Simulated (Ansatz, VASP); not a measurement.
**WSe4: VASP beside Ansatz**

```xyz
5
Lattice="3.3179 0.0000 0.0000 -1.6590 2.8734 0.0000 0.0000 0.0000 44.9918" Properties=species:S:1:pos:R:3 pbc="T T T"
Se    0.0000    1.9156    7.5000
Se    0.0000    1.9156   20.8336
Se    0.0000    1.9156   24.1581
Se    0.0000    1.9156   37.4918
W     0.0000    0.0000   22.4959
```

Alike in both runs: task single point; functional PBE; k mesh 9 × 9 × 1; occupations fermi-dirac, width 0.05 eV; no spin polarisation.

|  | VASP | Ansatz |
| --- | --- | --- |
| version | VASP 6.6.1 | Ansatz 0.2.0 |
| potentials or method | VASP PAW PBE potentials, release 64 (Se, W_sv) | Ansatz PAW |
| plane-wave cutoff (eV) | 520 | 420 |
| valence electrons in the cell | 38 | 78 |

Ansatz gave:

```
gap on the k mesh at the Fermi level (eV) : none
rms of the force components (eV/Å)        : 0.111
```

**Question.** Which values does VASP return?

**Answer.** gap on the k mesh at the Fermi level (eV): none; rms of the force components (eV/Å): 0.129.

A gap of «none» marks a metal or a gap that the smearing closes. VASP's potentials hold 38 valence electrons a cell and Ansatz's 78, so a difference there can come from the potentials and not from the codes.

Neither program's run includes spin-orbit coupling.
